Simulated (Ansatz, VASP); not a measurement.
Two plane-wave programs on KI

```xyz
2
Lattice="0.0000 3.5328 3.5328 3.5328 0.0000 3.5328 3.5328 3.5328 0.0000" Properties=species:S:1:pos:R:3 pbc="T T T"
K     0.0000    0.0000    0.0000
I     3.5328    3.5328    3.5328
```

Alike in both runs: task single point; functional PBEsol; k mesh 4 × 4 × 4; no spin polarisation.

```csv
,VASP,Ansatz
version,VASP 6.6.1,Ansatz 0.2.0
potentials or method,"VASP PAW PBE potentials, release 64 (K_sv, I)","plane waves, PAW"
plane-wave cutoff (eV),520,420
occupations,"gaussian, width 0.01 eV",fixed
valence electrons in the cell,16,26
```

|  | VASP | Ansatz | Ansatz less VASP |
| --- | --- | --- | --- |
| pressure (GPa) | -0.2 | -0.3 | -0.04 |

VASP's potentials were made for PBE, not for PBEsol. VASP's potentials hold 16 valence electrons a cell and Ansatz's 26, so a difference there can come from the potentials and not from the codes.

Spin-orbit coupling is off throughout.
